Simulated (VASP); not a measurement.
# Rh (Fm-3m) in VASP: notebook

Runs on Rh. Level: PBE. Tasks: single point.

Program: VASP 6.6.1. These are calculated values, not measurements. Logs are shortened: lines on timing, memory, paths and dates and some standing lists are left out, and cuts for length are marked.

## 1. The cell of the first run

The structure is cubic, space group Fm-3m (No. 225). The conventional cell has a = 3.829 Å, b = 3.829 Å, c = 3.829 Å, α = 90.00°, β = 90.00°, γ = 90.00°. Within 3.6 Å of Rh (site symmetry m-3m) lie 12 Rh at 2.71 Å.

## 2. Single point, PBE, non-collinear spin, zero start, spin-orbit coupling (14.03 Å³/atom)

Input file INCAR:

```
SYSTEM = Rh
PREC = Accurate ; ENCUT = 520
EDIFF = 1E-6 ; ISMEAR = 0
SIGMA = 0.05 ; LREAL = .False.
LASPH = .True. ; NELM = 150
ALGO = Normal ; ISIF = 2
LWAVE = .False. ; LCHARG = .False.
MAGMOM = 0 0 0 ; LORBIT = 11
LSORBIT = .True. ; GGA_COMPAT = .False.
LORBMOM = .True. ; LMAXMIX = 4
GGA = PE ; NBANDS = 26
```

Input file KPOINTS:

```
Automatic mesh
0
Gamma
  18 18 18
  0 0 0
```

Input file POSCAR:

```
Rh
1.0
    0.0000000000      1.9142714140      1.9142714140
    1.9142714140      0.0000000000      1.9142714140
    1.9142714140      1.9142714140      0.0000000000
Rh
1
Direct
    0.0000000000      0.0000000000      0.0000000000
```

Potentials or basis: VASP PAW PBE potentials, release 64 (Rh_pv).

On the command line:

```bash
$ cat potpaw_PBE.64/Rh_pv/POTCAR > POTCAR
$ mpirun -np 1 vasp_ncl > vasp.out
```

OUTCAR:

```text
SYSTEM = Rh
   PREC = Accurate
   ENCUT = 520
   EDIFF = 1E-6
   ISMEAR = 0
   LREAL = .False.
   LASPH = .True.
   NELM = 150
   ISIF = 2
   LORBIT = 11
   LSORBIT = .True.
   GGA = PE

 ion  position               nearest neighbor table
   1  0.000  0.000  0.000-

  LATTYP: Found a face centered cubic cell.
 ALAT       =     3.8285428280

  Lattice vectors:

 A1 = (   0.0000000000,   1.9142714140,   1.9142714140)
 A2 = (   1.9142714140,   0.0000000000,   1.9142714140)
 A3 = (   1.9142714140,   1.9142714140,   0.0000000000)

Analysis of symmetry for initial positions (statically):
=====================================================================
 Subroutine PRICEL returns:
 Original cell was already a primitive cell.

 Routine SETGRP: Setting up the symmetry group for a
 face centered cubic supercell.

 Subroutine GETGRP returns: Found 48 space group operations
 (whereof 48 operations were pure point group operations)
 out of a pool of 48 trial point group operations.

The static configuration has the point symmetry O_h .

Analysis of symmetry for dynamics (positions and initial velocities):
=====================================================================
 Subroutine PRICEL returns:
 Original cell was already a primitive cell.

 Routine SETGRP: Setting up the symmetry group for a
 face centered cubic supercell.

 Subroutine GETGRP returns: Found 48 space group operations
 (whereof 48 operations were pure point group operations)
 out of a pool of 48 trial point group operations.

The dynamic configuration has the point symmetry O_h .

Analysis of structural, dynamic, and magnetic symmetry:
=====================================================================
 Subroutine PRICEL returns:
 Original cell was already a primitive cell.

 Routine SETGRP: Setting up the symmetry group for a
 face centered cubic supercell.

 Subroutine GETGRP returns: Found 48 space group operations
 (whereof 48 operations were pure point group operations)
 out of a pool of 48 trial point group operations.

The overall configuration has the point symmetry O_h .

 Subroutine INISYM returns: Found 48 space group operations
 (whereof 48 operations are pure point group operations),
 and found     1 'primitive' translations

----------------------------------------------------------------------------------------

                                     Primitive cell

[... 146 lines left out ...]
      1     -37.3989      1.00000
      2     -37.3989      1.00000
      3     -33.5492      1.00000
      4     -33.5492      1.00000
      5     -33.5492      1.00000
      6     -33.5492      1.00000
[... 685 lines left out ...]
     25      34.1951      0.00000
     26      34.1951      0.00000

 [... further k-points ...]

------------------------ aborting loop because EDIFF is reached ----------------------------------------

  FORCE on cell =-STRESS in cart. coord.  units (eV):
  Direction    XX          YY          ZZ          XY          YZ          ZX
  --------------------------------------------------------------------------------------
  -------------------------------------------------------------------------------------
  Total        0.0513918      0.0513918      0.0513918      0.0000000     -0.0000000      0.0000000
  in kB        5.8689964      5.8689964      5.8689964      0.0000000     -0.0000000      0.0000000
  external PRESSURE =       5.8689964 kB  Pullay stress =       0.0000000 kB

 VOLUME and BASIS-vectors are now :
 -----------------------------------------------------------------------------
  energy-cutoff  :      520.00
  volume of cell :       14.03
      direct lattice vectors                 reciprocal lattice vectors
     0.000000000  1.914271414  1.914271414    -0.261195981  0.261195981  0.261195981
     1.914271414  0.000000000  1.914271414     0.261195981 -0.261195981  0.261195981
     1.914271414  1.914271414  0.000000000     0.261195981  0.261195981 -0.261195981

 POSITION                                       TOTAL-FORCE (eV/Angst)
 -----------------------------------------------------------------------------------
      0.00000      0.00000      0.00000        -0.000000     -0.000000     -0.000000
 -----------------------------------------------------------------------------------
    total drift:                                0.000000      0.000000      0.000000

  FREE ENERGIE OF THE ION-ELECTRON SYSTEM (eV)
  ---------------------------------------------------
  free  energy   TOTEN  =        -7.4150152987 eV

  energy  without entropy=       -7.4132317879  energy(sigma->0) =       -7.41412354

 orbital moment (x)

 # of ion     p       d       tot
 ----------------------------------------
  1         0.000   0.000   0.000
 ----------------------------------------
            0.000   0.000   0.000

 orbital moment (y)

 # of ion     p       d       tot
 ----------------------------------------
  1         0.000  -0.000  -0.000
 ----------------------------------------
            0.000  -0.000  -0.000

 orbital moment (z)

 # of ion     p       d       tot
 ----------------------------------------
  1         0.000   0.000   0.000
 ----------------------------------------
            0.000   0.000   0.000

 Spin-Orbit-Coupling matrix elements

 Ion:    1  E_soc:     -0.3108680
 l=   1
     0.0000000    -0.0412975    -0.0412975
    -0.0412975     0.0000000    -0.0412975
    -0.0412975    -0.0412975     0.0000000
 l=   2
     0.0000000    -0.0018442     0.0000000    -0.0018442    -0.0086696
    -0.0018442     0.0000000    -0.0065022    -0.0018442    -0.0021674
     0.0000000    -0.0065022     0.0000000    -0.0065022     0.0000000
    -0.0018442    -0.0018442    -0.0065022     0.0000000    -0.0021674
    -0.0086696    -0.0021674     0.0000000    -0.0021674     0.0000000
 l=   3
     0.0000000     0.0000000     0.0000000     0.0000000     0.0000000     0.0000000     0.0000000
     0.0000000     0.0000000     0.0000000     0.0000000     0.0000000     0.0000000     0.0000000
     0.0000000     0.0000000     0.0000000     0.0000000     0.0000000     0.0000000     0.0000000
     0.0000000     0.0000000     0.0000000     0.0000000     0.0000000     0.0000000     0.0000000
     0.0000000     0.0000000     0.0000000     0.0000000     0.0000000     0.0000000     0.0000000
     0.0000000     0.0000000     0.0000000     0.0000000     0.0000000     0.0000000     0.0000000
     0.0000000     0.0000000     0.0000000     0.0000000     0.0000000     0.0000000     0.0000000

 total charge

# of ion       s       p       d       tot
------------------------------------------
    1        0.405   6.291   7.058  13.754

 magnetization (x)

# of ion       s       p       d       tot
------------------------------------------
    1        0.000   0.000  -0.000  -0.000

 magnetization (y)

# of ion       s       p       d       tot
------------------------------------------
    1       -0.000  -0.000   0.000   0.000

 magnetization (z)

# of ion       s       p       d       tot
------------------------------------------
    1        0.000   0.000   0.000   0.000
```

OSZICAR:

```text
N       E                     dE             d eps       ncg     rms          rms(c)
DAV:   1     0.166846974962E+03    0.16685E+03   -0.87804E+03 10164   0.132E+03
DAV:   2    -0.350608450254E+01   -0.17035E+03   -0.16294E+03 10456   0.420E+02
DAV:   3    -0.789051039847E+01   -0.43844E+01   -0.43510E+01 11612   0.747E+01
DAV:   4    -0.791898001259E+01   -0.28470E-01   -0.28462E-01 11482   0.600E+00
DAV:   5    -0.791937036744E+01   -0.39035E-03   -0.39031E-03 12532   0.700E-01    0.972E+00
DAV:   6    -0.743146636958E+01    0.48790E+00   -0.84153E-01 10684   0.136E+01    0.348E+00
DAV:   7    -0.741851260666E+01    0.12954E-01   -0.50330E-02 12292   0.199E+00    0.169E+00
DAV:   8    -0.741513214080E+01    0.33805E-02   -0.30699E-03 11338   0.707E-01    0.750E-01
DAV:   9    -0.741504170737E+01    0.90433E-04   -0.21758E-04 12204   0.202E-01    0.642E-02
DAV:  10    -0.741501370538E+01    0.28002E-04   -0.34646E-05 11626   0.870E-02    0.874E-03
DAV:  11    -0.741501525739E+01   -0.15520E-05   -0.16466E-06 11436   0.134E-02    0.164E-03
DAV:  12    -0.741501529872E+01   -0.41332E-07   -0.11284E-07  6826   0.466E-03
   1 F= -.74150153E+01 E0= -.74141235E+01  d E =-.178351E-02  mag=     0.0000     0.0000     0.0000
```

stdout:

```text
POSCAR found type information on POSCAR Rh
 POSCAR found :  1 types and       1 ions
 scaLAPACK will be used
 LDA part: xc-table for (Slater+PW92), standard interpolation
 POSCAR, INCAR and KPOINTS ok, starting setup
 FFT: planning ... GRIDC
 FFT: planning ... GRID_SOFT
 FFT: planning ... GRID
 WAVECAR not read
 entering main loop
```

Run time: 1.7 min. Hardware: 1 thread of Intel Xeon Platinum 8259CL at 2.50GHz (Skylake/Cascade Lake), shared host; peak memory 0.22 GiB.

What came out:

- Free energy: -7.4150 eV
- Pressure: 0.6 GPa
- Net moment: 0.00 μB per cell
- Valence electrons inside the program's atomic spheres: Rh 13.75

Moments on the atoms (μB; x, y, z):
```
Rh  0.00 0.00 0.00
```

## 3. Single point, PBE, non-collinear spin, zero start, spin-orbit coupling

Input file INCAR:

```
PREC = Accurate
ENCUT = 520
EDIFF = 1E-7
ISMEAR = 0
SIGMA = 0.05
LREAL = F
LASPH = T
NELM = 150
ALGO = Fast
ISIF = 2
LWAVE = F
LCHARG = F
MAGMOM = 0 0 0
LORBIT = 11
LSORBIT = T
GGA_COMPAT = F
LORBMOM = T
LMAXMIX = 4
GGA = PE
NBANDS = 26
```

Input file KPOINTS:

```
Automatic mesh
0
Gamma
  18 18 18
```

Input file POSCAR:

```
Rh
1.0
    0.0000000000      1.9153397022      1.9153397022
    1.9153397022      0.0000000000      1.9153397022
    1.9153397022      1.9153397022      0.0000000000
Rh
1
Direct
    0.0000000000      0.0000000000      0.0000000000
```

Potentials or basis: VASP PAW PBE potentials, release 64 (Rh_pv).

On the command line:

```bash
$ cat potpaw_PBE.64/Rh_pv/POTCAR > POTCAR
$ mpirun -np 1 vasp_ncl > vasp.out
```

OUTCAR:

```text
PREC = Accurate
   ENCUT = 520
   EDIFF = 1E-7
   ISMEAR = 0
   LREAL = F
   LASPH = T
   NELM = 150
   ISIF = 2
   LORBIT = 11
   LSORBIT = T
   GGA = PE

 ion  position               nearest neighbor table
   1  0.000  0.000  0.000-

  LATTYP: Found a face centered cubic cell.
 ALAT       =     3.8306794044

  Lattice vectors:

 A1 = (   0.0000000000,   1.9153397022,   1.9153397022)
 A2 = (   1.9153397022,   0.0000000000,   1.9153397022)
 A3 = (   1.9153397022,   1.9153397022,   0.0000000000)

Analysis of symmetry for initial positions (statically):
=====================================================================
[... 945 lines left out ...]
 ----------------------------------------
  1         0.000   0.000   0.000
 ----------------------------------------
            0.000   0.000   0.000

 Spin-Orbit-Coupling matrix elements

 Ion:    1  E_soc:     -0.3109729
 l=   1
     0.0000000    -0.0412977    -0.0412977
    -0.0412977     0.0000000    -0.0412977
    -0.0412977    -0.0412977     0.0000000
 l=   2
     0.0000000    -0.0018469     0.0000000    -0.0018469    -0.0086842
    -0.0018469     0.0000000    -0.0065132    -0.0018469    -0.0021711
     0.0000000    -0.0065132     0.0000000    -0.0065132     0.0000000
    -0.0018469    -0.0018469    -0.0065132     0.0000000    -0.0021711
    -0.0086842    -0.0021711     0.0000000    -0.0021711     0.0000000
 l=   3
     0.0000000     0.0000000     0.0000000     0.0000000     0.0000000     0.0000000     0.0000000
     0.0000000     0.0000000     0.0000000     0.0000000     0.0000000     0.0000000     0.0000000
     0.0000000     0.0000000     0.0000000     0.0000000     0.0000000     0.0000000     0.0000000
     0.0000000     0.0000000     0.0000000     0.0000000     0.0000000     0.0000000     0.0000000
     0.0000000     0.0000000     0.0000000     0.0000000     0.0000000     0.0000000     0.0000000
     0.0000000     0.0000000     0.0000000     0.0000000     0.0000000     0.0000000     0.0000000
     0.0000000     0.0000000     0.0000000     0.0000000     0.0000000     0.0000000     0.0000000

 total charge

# of ion       s       p       d       tot
------------------------------------------
    1        0.404   6.290   7.057  13.751

 magnetization (x)

# of ion       s       p       d       tot
------------------------------------------
    1        0.000  -0.000  -0.000  -0.000

 magnetization (y)

# of ion       s       p       d       tot
------------------------------------------
    1        0.000   0.000   0.000   0.000

 magnetization (z)

# of ion       s       p       d       tot
------------------------------------------
    1        0.000  -0.000  -0.000  -0.000
```

Run time: 2.2 min. Hardware: 1 thread of Intel Xeon Platinum 8259CL at 2.50GHz (Skylake/Cascade Lake), shared host; peak memory 0.23 GiB.

Results:

```yaml
Free_energy: -7.4151 eV
Pressure: 0.2 GPa
Net_moment: 0.00 μB per cell
Valence_electrons_inside_the_program's_atomic_spheres: Rh 13.75
```

Moments on the atoms (μB; x, y, z):
```
Rh  0.00 0.00 0.00
```
